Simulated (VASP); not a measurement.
# BaTiO3 (P4mm) in VASP: single point with r2SCAN

Aim: the single point of BaTiO3 with r2SCAN.

All numbers are computed with VASP 6.6.1; they aren't measurements. Logs are shortened: lines on timing, memory, paths and dates and some standing lists are left out, and cuts for length are marked.

### 1 The cell of the first run

It takes space group P4mm (No. 99, tetragonal). Conventional cell: a = 3.972 Å, b = 3.972 Å, c = 4.112 Å, α = 90.00°, β = 90.00°, γ = 90.00°. Within 3.7 Å of Ba (site symmetry 4mm) lie 12 O at 2.79 to 2.92 Å and 8 Ti at 3.44 to 3.53 Å. Within 2.6 Å of Ti (site symmetry 4mm) lie 6 O at 1.99 to 2.07 Å. O (site symmetry 4mm) has 2 Ti at 2.05 to 2.07 Å and 8 O at 2.75 to 2.97 Å and 4 Ba at 2.81 Å within 3.0 Å. Within 2.6 Å of O (site symmetry 2mm) lie 2 Ti at 1.99 Å.

### 2 Single point, r2SCAN (atom 3 (O) moved -0.225 Å along Cartesian [0 0 1])

File POSCAR:

```
BaTiO3
1.0
    3.9723167996      0.0000000000      0.0000000000
    0.0000000000      3.9723167996      0.0000000000
    0.0000000000      0.0000000000      4.1123825565
Ba Ti O
1 1 3
Direct
    0.0000000000      0.0000000000      0.9926109048
    0.5000000000      0.5000000000      0.4745255192
    0.5000000000      0.5000000000     -0.0231391049
    0.5000000000      0.0000000000      0.5146449361
    0.0000000000      0.5000000000      0.5146449361
```

File INCAR.step1:

```
ALGO = Normal ; EDIFF = 1E-4
ENCUT = 520 ; GGA = PE
ISMEAR = 0 ; LASPH = T
LCHARG = F ; LREAL = F
LWAVE = T ; NBANDS = 28
NELM = 80 ; PREC = Accurate
SIGMA = 0.05
```

File INCAR.step2:

```
ALGO = Normal ; EDIFF = 1E-6
ENCUT = 520 ; ISIF = 2
ISMEAR = 0 ; ISTART = 1
LASPH = T ; LCHARG = F
LMIXTAU = T ; LREAL = F
LWAVE = F ; METAGGA = R2SCAN
NBANDS = 28 ; NELM = 80
PREC = Accurate ; SIGMA = 0.05
```

File KPOINTS:

```
k-points
0
Gamma
  8 8 8
```

Potentials or basis: VASP PAW PBE potentials, release 64 (Ba_sv, Ti_sv, O).

Command:

```sh
$ cat potpaw_PBE.64/Ba_sv/POTCAR potpaw_PBE.64/Ti_sv/POTCAR potpaw_PBE.64/O/POTCAR > POTCAR
$ cp INCAR.step1 INCAR
$ mpirun -np 1 vasp_std > vasp.out
$ cp INCAR.step2 INCAR
$ mpirun -np 1 vasp_std > vasp.out
```

OUTCAR:

```text
EDIFF = 1E-6
   ENCUT = 520
   ISIF = 2
   ISMEAR = 0
   ISTART = 1
   LASPH = T
   LREAL = F
   METAGGA = R2SCAN
   NELM = 80
   PREC = Accurate

 ion  position               nearest neighbor table
   1  0.000  0.000  0.993-   4 2.79   5 2.79   5 2.79   4 2.79   3 2.81   3 2.81   3 2.81   3 2.81
                             4 2.92   5 2.92   5 2.92   4 2.92   2 3.44   2 3.44   2 3.44   2 3.44
   2  0.500  0.500  0.475-   4 1.99   5 1.99   4 1.99   5 1.99   3 2.05   3 2.07   1 3.44   1 3.44
                             1 3.44   1 3.44   1 3.53   1 3.53   1 3.53   1 3.53
   3  0.500  0.500  0.977-   2 2.05   2 2.07   1 2.81   1 2.81   1 2.81   1 2.81
   4  0.500  0.000  0.515-   2 1.99   2 1.99   1 2.79   1 2.79   1 2.92   1 2.92
   5  0.000  0.500  0.515-   2 1.99   2 1.99   1 2.79   1 2.79   1 2.92   1 2.92

  LATTYP: Found a simple tetragonal cell.
 ALAT       =     3.9723167996
 C/A-ratio  =     1.0352604699

  Lattice vectors:

 A1 = (   3.9723167996,   0.0000000000,   0.0000000000)
 A2 = (   0.0000000000,   3.9723167996,   0.0000000000)
 A3 = (   0.0000000000,   0.0000000000,   4.1123825565)

Analysis of symmetry for initial positions (statically):
=====================================================================
 Subroutine PRICEL returns:
 Original cell was already a primitive cell.

 Routine SETGRP: Setting up the symmetry group for a
 simple tetragonal supercell.

 Subroutine GETGRP returns: Found  8 space group operations
 (whereof  8 operations were pure point group operations)
 out of a pool of 16 trial point group operations.

The static configuration has the point symmetry C_4v.

Analysis of symmetry for dynamics (positions and initial velocities):
=====================================================================
 Subroutine PRICEL returns:
 Original cell was already a primitive cell.

 Routine SETGRP: Setting up the symmetry group for a
 simple tetragonal supercell.

 Subroutine GETGRP returns: Found  8 space group operations
 (whereof  8 operations were pure point group operations)
 out of a pool of 16 trial point group operations.

The dynamic configuration has the point symmetry C_4v.

 Subroutine INISYM returns: Found  8 space group operations
 (whereof  8 operations are pure point group operations),
 and found     1 'primitive' translations

----------------------------------------------------------------------------------------

                                     Primitive cell

  volume of cell :      64.8905

  direct lattice vectors                    reciprocal lattice vectors
     3.972316800  0.000000000  0.000000000     0.251742258  0.000000000  0.000000000
     0.000000000  3.972316800  0.000000000     0.000000000  0.251742258  0.000000000
     0.000000000  0.000000000  4.112382557     0.000000000  0.000000000  0.243168039

  length of vectors
     3.972316800  3.972316800  4.112382557     0.251742258  0.251742258  0.243168039

  position of ions in fractional coordinates (direct lattice)
     0.000000000  0.000000000  0.992610905
     0.500000000  0.500000000  0.474525519
     0.500000000  0.500000000  0.976860895
     0.500000000  0.000000000  0.514644936
     0.000000000  0.500000000  0.514644936

  ion indices of the primitive-cell ions
   primitive index   ion index
                 1           1
                 2           2
                 3           3
                 4           4
                 5           5

----------------------------------------------------------------------------------------

 KPOINTS: k-points

Automatic generation of k-mesh.
 Grid dimensions read from file:
 generate k-points for:    8    8    8

 Generating k-lattice:

  Cartesian coordinates                     Fractional coordinates (reciprocal lattice)
     0.031467782  0.000000000  0.000000000     0.125000000  0.000000000  0.000000000
     0.000000000  0.031467782  0.000000000     0.000000000  0.125000000  0.000000000
     0.000000000  0.000000000  0.030396005     0.000000000  0.000000000  0.125000000

  Length of vectors
     0.031467782  0.031467782  0.030396005

  Shift w.r.t. Gamma in fractional coordinates (k-lattice)
     0.000000000  0.000000000  0.000000000

 Subroutine IBZKPT returns following result:
 ===========================================

 Found     75 irreducible k-points:

 Following reciprocal coordinates:
            Coordinates               Weight
  0.000000  0.000000  0.000000      1.000000
  0.125000  0.000000  0.000000      4.000000
  0.250000  0.000000  0.000000      4.000000
  0.375000  0.000000  0.000000      4.000000
  0.500000  0.000000  0.000000      2.000000
  0.125000  0.125000  0.000000      4.000000
[... 16 lines left out ...]
  0.375000  0.125000  0.125000     16.000000
  0.500000  0.125000  0.125000      8.000000
 [... further k-points ...]
   k-points           NKPTS =     75   k-points in BZ     NKDIM =     75   number of bands    NBANDS=     28
   number of dos      NEDOS =    301   number of ions     NIONS =      5
   total plane-waves  NPLWV =  28800
   dimension x,y,z NGX =    30 NGY =   30 NGZ =   32
   dimension x,y,z NGXF=    60 NGYF=   60 NGZF=   64
   ions per type =               1   1   3
   NGX,Y,Z   is equivalent  to a cutoff of  12.56, 12.56, 12.94 a.u.
   NGXF,Y,Z  is equivalent  to a cutoff of  25.11, 25.11, 25.87 a.u.
 SYSTEM =  unknown system
   PREC   = accura    normal or accurate (medium, high low for compatibility)
   ISTART =      1    job   : 0-new  1-cont  2-samecut
   ICHARG =      0    charge: 1-file 2-atom 10-const
   ISPIN  =      1    spin polarized calculation?
   LNONCOLLINEAR =      F non collinear calculations
   LSORBIT =      F    spin-orbit coupling
   LASPH  =      T    aspherical Exc in radial PAW
   ENCUT  =  520.0 eV  38.22 Ry    6.18 a.u.   7.39  7.39  7.65*2*pi/ulx,y,z
   NELM   =     80;   NELMIN=  2; NELMDL=  0     # of ELM steps
   EDIFF  = 0.1E-05   stopping-criterion for ELM
   LREAL  =      F    real-space projection
   EDIFFG = 0.1E-04   stopping-criterion for IOM
   NSW    =      0    number of steps for IOM
   IBRION =     -1    ionic relax: 0-MD 1-quasi-New 2-CG
   NFREE  =      0    steps in history (QN), initial steepest desc. (CG)
   ISIF   =      2    stress and relaxation
   ISYM   =      2    0-nonsym 1-usesym 2-fastsym
   POTIM  = 0.5000    time-step for ionic-motion
   TEBEG  =    0.0;   TEEND  =   0.0 temperature during run
   PSTRESS=    0.0 pullay stress
   NELECT =      40.0000    total number of electrons
   NUPDOWN=      -1.0000    fix difference up-down
   EMIN   =  10.00;   EMAX   =-10.00  energy-range for DOS
   EFERMI =   0.00;   METHOD = LEGACY
   ISMEAR =     0;   SIGMA  =   0.05  broadening in eV -4-tet -1-fermi 0-gaus
   EFERMI_NEDOS =   21; number of points for ismear=-14 and -15
   IALGO  =     38    algorithm
   IMIX   =      4    mixing-type and parameters
     AMIX     =   0.40;   BMIX     =  1.00
     AMIX_MAG =   1.60;   BMIX_MAG =  1.00
  volume/ion in A,a.u.               =      12.98        87.58
  Fermi-wavevector in a.u.,A,eV,Ry     =   1.393267  2.632893 26.411540  1.941193
  Thomas-Fermi vector in A             =   2.516930
   LORBIT       =      0    0 simple, 1 ext, 2 COOP (PROOUT), +10 PAW based schemes
   METAGGA = R2SCAN    functional components
   LHFCALC =     F    Hartree Fock is set to
   AEXX    =    0.0000 exact exchange contribution
   IVDW    =     0    specifies the selected vdW correction
   LEPSILON=     F    determine dielectric tensor
   LRPA    =     F    only Hartree local field effects (RPA)
 non-spin polarized calculation
 Gauss-broadening in eV      SIGMA  =   0.05
  energy-cutoff  :      520.00
  volume of cell :       64.89
 maximum number of plane-waves:      1779
 NGX is ok and might be reduce to    30
   NGX = 15   NGY = 15   NGZ = 15

 number of electron      39.9999985 magnetization

 Free energy of the ion-electron system (eV)
  ---------------------------------------------------
  ext. energy  EPLUGINS =         0.00000000
  ---------------------------------------------------
  free energy    TOTEN  =       -74.04618316 eV

  energy without entropy =      -74.04618316  energy(sigma->0) =      -74.04618316

 E-fermi :   3.9114     XC(G=0): -11.8537

 val. band max:        3.5032650459   @ k =   0.5000   0.5000   0.5000
 cond. band min:       5.5814273701   @ k =   0.0000   0.0000   0.0000
 fundamental gap:      2.0781623241
 Fermi energy:         3.9113590997

 k-point     1 :       0.0000    0.0000    0.0000
  band No.  band energies     occupation
      1     -55.5074      2.00000
      2     -30.6617      2.00000
      3     -30.6617      2.00000
      4     -30.6484      2.00000
      5     -22.0538      2.00000
      6     -14.4199      2.00000
[... 20 lines left out ...]
     27       9.2231      0.00000
     28      11.5349      0.00000

 k-point     2 :       0.1250    0.0000    0.0000
  band No.  band energies     occupation
      1     -55.5073      2.00000
      2     -30.6708      2.00000
      3     -30.6614      2.00000
      4     -30.6481      2.00000
      5     -22.0350      2.00000
      6     -14.4105      2.00000
[... 20 lines left out ...]
     27       9.5253      0.00000
     28      11.9084      0.00000

 k-point     3 :       0.2500    0.0000    0.0000
  band No.  band energies     occupation
      1     -55.5068      2.00000
      2     -30.6925      2.00000
      3     -30.6606      2.00000
      4     -30.6473      2.00000
      5     -21.9889      2.00000
      6     -14.4407      2.00000
[... 20 lines left out ...]
     27      10.2868      0.00000
     28      12.3831      0.00000

 k-point     4 :       0.3750    0.0000    0.0000
  band No.  band energies     occupation
      1     -55.5064      2.00000
      2     -30.7141      2.00000
      3     -30.6599      2.00000
      4     -30.6465      2.00000
      5     -21.9417      2.00000
      6     -14.5251      2.00000
[... 578 lines left out ...]
     27      10.6905      0.00000
     28      12.4085      0.00000

 k-point    23 :       0.3750    0.1250    0.1250
  band No.  band energies     occupation
      1     -55.5061      2.00000
      2     -30.7133      2.00000
      3     -30.6686      2.00000
      4     -30.6519      2.00000
      5     -21.9190      2.00000
      6     -14.4053      2.00000
[... 20 lines left out ...]
     27      11.5975      0.00000
     28      12.6967      0.00000

 k-point    24 :       0.5000    0.1250    0.1250
  band No.  band energies     occupation
      1     -55.5059      2.00000
      2     -30.7221      2.00000
      3     -30.6683      2.00000
      4     -30.6516      2.00000
      5     -21.9010      2.00000
      6     -14.4337      2.00000
[... 20 lines left out ...]
     27      12.0151      0.00000
     28      12.8437      0.00000

 [... further k-points ...]

------------------------ aborting loop because EDIFF is reached ----------------------------------------

  FORCE on cell =-STRESS in cart. coord.  units (eV):
  Direction    XX          YY          ZZ          XY          YZ          ZX
  --------------------------------------------------------------------------------------
  -------------------------------------------------------------------------------------
  Total        0.4245695      0.4245695     -2.3627231      0.0000000     -0.0000000      0.0000000
  in kB       10.4828196     10.4828196    -58.3367381      0.0000000     -0.0000000      0.0000000
  external PRESSURE =     -12.4570330 kB  Pullay stress =       0.0000000 kB

 VOLUME and BASIS-vectors are now :
 -----------------------------------------------------------------------------
  energy-cutoff  :      520.00
  volume of cell :       64.89
      direct lattice vectors                 reciprocal lattice vectors
     3.972316800  0.000000000  0.000000000     0.251742258  0.000000000  0.000000000
     0.000000000  3.972316800  0.000000000     0.000000000  0.251742258  0.000000000
     0.000000000  0.000000000  4.112382557     0.000000000  0.000000000  0.243168039

 POSITION                                       TOTAL-FORCE (eV/Angst)
 -----------------------------------------------------------------------------------
      0.00000      0.00000      4.08200        -0.000000      0.000000     -0.224318
      1.98616      1.98616      1.95143        -0.000000     -0.000000      0.557166
      1.98616      1.98616      4.01723        -0.000000      0.000000      1.585559
      1.98616      0.00000      2.11642        -0.000000      0.000000     -0.959204
      0.00000      1.98616      2.11642         0.000000     -0.000000     -0.959204
 -----------------------------------------------------------------------------------
    total drift:                                0.000000      0.000000      0.000277

  FREE ENERGIE OF THE ION-ELECTRON SYSTEM (eV)
  ---------------------------------------------------
  free  energy   TOTEN  =       -74.0461831587 eV

  energy  without entropy=      -74.0461831587  energy(sigma->0) =      -74.04618316
```

Wall time 14 min (1 thread of AMD EPYC, shared host); peak memory 0.24 GiB.

Results:

| Property | Result |
| --- | --- |
| Free energy | -74.0462 eV |
| Pressure | -1.2 GPa |
| Largest force | 1.586 eV/Å |
| Band gap on the k mesh | 2.08 eV (least direct gap 2.31 eV) |

Forces in eV/Å, atoms in the order of the input:
```
Ba   0.000  0.000 -0.224
Ti   0.000  0.000  0.557
O    0.000  0.000  1.586
O    0.000  0.000 -0.959
O    0.000  0.000 -0.959
```

Stress tensor (GPa, compression positive):
```
 1.05  0.00  0.00
 0.00  1.05  0.00
 0.00  0.00 -5.83
```

Levels at points of the mesh, in eV from the valence-band top:
| k point | band 16 | band 17 | band 18 | band 19 | band 20 | band 21 | band 22 | band 23 | band 24 | band 25 |
| --- | --- | --- | --- | --- | --- | --- | --- | --- | --- | --- |
| (0.00, 0.00, 0.00) | -1.11 | -1.11 | -0.29 | -0.23 | -0.23 | 2.08 | 2.19 | 2.19 | 3.95 | 4.20 |
| (0.50, 0.00, 0.00) | -1.97 | -1.96 | -1.76 | -0.90 | -0.81 | 2.35 | 3.71 | 3.76 | 3.99 | 6.08 |
| (0.50, 0.50, 0.00) | -2.79 | -1.80 | -0.75 | -0.75 | -0.07 | 3.73 | 3.73 | 4.25 | 4.64 | 7.96 |
| (0.00, 0.00, 0.50) | -2.00 | -1.62 | -1.62 | -0.70 | -0.70 | 2.20 | 3.58 | 3.58 | 4.19 | 6.00 |
| (0.50, 0.00, 0.50) | -2.70 | -1.66 | -1.06 | -1.03 | -0.16 | 3.60 | 3.79 | 4.05 | 5.03 | 7.61 |
| (0.50, 0.50, 0.50) | -2.35 | -2.35 | -0.05 | -0.05 | 0.00 | 4.22 | 4.22 | 4.44 | 7.08 | 7.25 |

Caveat: the cell differs from its parent crystal (atom 3 (O) moved -0.225 Å along Cartesian [0 0 1]); the PAW data sets were made with another functional, which shifts forces and pressure a little; spin-orbit coupling is left out, which moves the levels of the heavy elements. A k mesh can miss the band edges.
